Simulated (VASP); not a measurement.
# Ge (Imma) in VASP: vibrations by perturbation theory with PBEsol

Aim: the vibrations by perturbation theory of Ge with PBEsol.

Program: VASP 6.6.1. These are calculated values, not measurements. Logs are shortened: lines on timing, memory, paths and dates and some standing lists are left out, and cuts for length are marked.

### Step 1. The cell of the first run

It takes space group Imma (No. 74, orthorhombic). Conventional cell: a = 4.992 Å, b = 5.302 Å, c = 2.874 Å, α = 90.00°, β = 90.00°, γ = 90.00°. Within 3.5 Å of Ge (site symmetry mm2) lie 8 Ge at 2.68 to 3.08 Å.

### Step 2. Vibrations by perturbation theory, PBEsol

INCAR reads:

```
SYSTEM = Ge
  ALGO = Normal
  EDIFF = 1E-8
  ENCUT = 520
  GGA = PS
  IBRION = 8
  ISIF = 2
  ISMEAR = -1
  LASPH = .True.
  LCHARG = .False.
  LREAL = .False.
  LWAVE = .False.
  NELM = 60
  NSW = 1
  PREC = Accurate
  SIGMA = 0.05
```

KPOINTS reads:

```
k-points
0
Gamma
  10 10 10
  0 0 0
```

POSCAR reads:

```
Ge
1.0
   -2.4958980000      2.6508630000      1.4369470000
    2.4958980000     -2.6508630000      1.4369470000
    2.4958980000      2.6508630000     -1.4369470000
Ge
2
Direct
    0.3140570000      0.0640570000      0.2500000000
    0.6859430000      0.9359430000      0.7500000000
```

Potentials or basis: VASP PAW PBE potentials, release 64 (Ge_d).

Command:

```bash
> cat potpaw_PBE.64/Ge_d/POTCAR > POTCAR
> mpirun -np 1 vasp_std > vasp.out
```

OUTCAR:

```text
SYSTEM = Ge
   EDIFF = 1E-8
   ENCUT = 520
   GGA = PS
   IBRION = 8
   ISIF = 2
   ISMEAR = -1
   LASPH = .True.
   LREAL = .False.
   NELM = 60
   NSW = 1
   PREC = Accurate

 ion  position               nearest neighbor table
   1  0.314  0.064  0.250-   2 2.68   2 2.68   2 2.72   2 2.72
   2  0.686  0.936  0.750-   1 2.68   1 2.68   1 2.72   1 2.72

  LATTYP: Found a body centered orthorhombic cell.
 ALAT       =     2.8738940000
 B/A-ratio  =     1.7369450648
 C/A-ratio  =     1.8447882907

  Lattice vectors:

 A1 = (   2.4958980000,  -2.6508630000,   1.4369470000)
 A2 = (  -2.4958980000,  -2.6508630000,  -1.4369470000)
 A3 = (   2.4958980000,   2.6508630000,  -1.4369470000)

Analysis of symmetry for initial positions (statically):
=====================================================================
 Subroutine PRICEL returns:
 Original cell was already a primitive cell.

 Routine SETGRP: Setting up the symmetry group for a
 body centered orthorhombic supercell.

 Subroutine GETGRP returns: Found  8 space group operations
 (whereof  4 operations were pure point group operations)
 out of a pool of  8 trial point group operations.

The static configuration has the point symmetry C_2h.
 The point group associated with its full space group is D_2h.

Analysis of symmetry for dynamics (positions and initial velocities):
=====================================================================
 Subroutine PRICEL returns:
 Original cell was already a primitive cell.

 Routine SETGRP: Setting up the symmetry group for a
 body centered orthorhombic supercell.

 Subroutine GETGRP returns: Found  8 space group operations
 (whereof  4 operations were pure point group operations)
 out of a pool of  8 trial point group operations.

The dynamic configuration has the point symmetry C_2h.
 The point group associated with its full space group is D_2h.

 Subroutine INISYM returns: Found  8 space group operations
 (whereof  4 operations are pure point group operations),
[... 680 lines left out ...]
      0.00000      1.32543      0.18409         0.000000     -0.000000      0.039806
      2.49590      1.32543      1.25285        -0.000000      0.000000     -0.039806
 -----------------------------------------------------------------------------------
    total drift:                               -0.000000     -0.000000      0.000000

  FREE ENERGIE OF THE ION-ELECTRON SYSTEM (eV)
  ---------------------------------------------------
  free  energy   TOTEN  =        -9.5084236324 eV

  energy  without entropy=       -9.5005032812  energy(sigma->0) =       -9.50446346

[... ionic steps 2 to 3 ...]

--------------------------------------- Ionic step        4  -------------------------------------------

------------------------ aborting loop because EDIFF is reached ----------------------------------------

--------------------------------------- Ionic step        5  -------------------------------------------

------------------------ aborting loop because EDIFF is reached ----------------------------------------

--------------------------------------- Ionic step        6  -------------------------------------------

 Free energy of the ion-electron system (eV)
  ---------------------------------------------------
  ---------------------------------------------------
  free energy    TOTEN  =        -0.18446583 eV

  energy without entropy =       -0.18446479

------------------------ aborting loop because EDIFF is reached ----------------------------------------

 INTERNAL STRAIN TENSOR  FOR ION    1  DIRECTION 3   (eV/Angst):
 -----------------------------------------------------------------------------
     2.23463  0.00000  0.00000
     0.00000 -1.32995  0.00000
     0.00000  0.00000 -0.52544

 INTERNAL STRAIN TENSOR FOR ION    2 for displacements in x,y,z  (eV/Angst):
          X           Y           Z          XY          YZ          ZX
  --------------------------------------------------------------------------------
  x     0.00000     0.00000     0.00000     0.00000     0.00000    -1.91311
  y     0.00000     0.00000     0.00000     0.00000     0.13150     0.00000
  z    -2.23463     1.32995     0.52544     0.00000     0.00000     0.00000

 SECOND DERIVATIVES (NOT SYMMETRIZED)
 ------------------------------------
               1X          1Y          1Z          2X          2Y          2Z
  1X    -2.524038    0.000000    0.000000    2.524038    0.000000    0.000000
  1Y     0.000000   -4.057102    0.000000    0.000000    4.057102    0.000000
  1Z     0.000000    0.000000   -0.148154    0.000000    0.000000    0.148154
  2X     2.524038    0.000000    0.000000   -2.524038    0.000000    0.000000
  2Y     0.000000    4.057102    0.000000    0.000000   -4.057102    0.000000
  2Z     0.000000    0.000000    0.148154    0.000000    0.000000   -0.148154

 Eigenvectors and eigenvalues of the dynamical matrix
 ----------------------------------------------------

   1 f  =    5.226073 THz    32.836383 2PiTHz  174.323022 cm-1    21.613290 meV
             X         Y         Z           dx          dy          dz
      0.000000  1.325432  0.184093     0.000000   -0.707107   -0.000000
      2.495898  1.325432  1.252854    -0.000000    0.707107    0.000000
[... 11 lines left out ...]
   4 f  =    0.000000 THz     0.000000 2PiTHz    0.000001 cm-1     0.000000 meV
             X         Y         Z           dx          dy          dz
      0.000000  1.325432  0.184093    -0.587421   -0.377558    0.111298
      2.495898  1.325432  1.252854    -0.587421   -0.377558    0.111298

   5 f/i=    0.000000 THz     0.000000 2PiTHz    0.000000 cm-1     0.000000 meV
             X         Y         Z           dx          dy          dz
      0.000000  1.325432  0.184093     0.140884   -0.014977    0.692768
      2.495898  1.325432  1.252854     0.140884   -0.014977    0.692768

   6 f/i=    0.000000 THz     0.000000 2PiTHz    0.000002 cm-1     0.000000 meV
             X         Y         Z           dx          dy          dz
      0.000000  1.325432  0.184093    -0.367544    0.597684    0.087666
      2.495898  1.325432  1.252854    -0.367544    0.597684    0.087666

--------------------------------------------------------------------------------------------------------

 ELASTIC MODULI CONTR FROM IONIC RELAXATION (kBar)
 Direction    XX          YY          ZZ          XY          YZ          ZX
 --------------------------------------------------------------------------------
 XX       -1420.0142    845.1257    333.8950      0.0000      0.0000      0.0000
 YY         845.1257   -502.9791   -198.7186      0.0000      0.0000      0.0000
 ZZ         333.8950   -198.7186    -78.5104      0.0000      0.0000      0.0000
 XY           0.0000      0.0000      0.0000      0.0000      0.0000      0.0000
 YZ           0.0000      0.0000      0.0000      0.0000     -0.1796      0.0000
 ZX           0.0000      0.0000      0.0000      0.0000      0.0000    -61.0917
 --------------------------------------------------------------------------------
```

Wall time 24 min (1 thread of Oxide Virtual Turin-like, shared host); peak memory 0.44 GiB.

What came out:

* Highest phonon frequency at Γ: 174 cm⁻¹

Phonon frequencies in cm⁻¹ (negative: imaginary):
| q point | frequencies |
| --- | --- |
| (0.000, 0.000, 0.000) | 0 0 0 33 137 174 |

Caveat: the cell stands under pressure or tension, which shifts response properties.
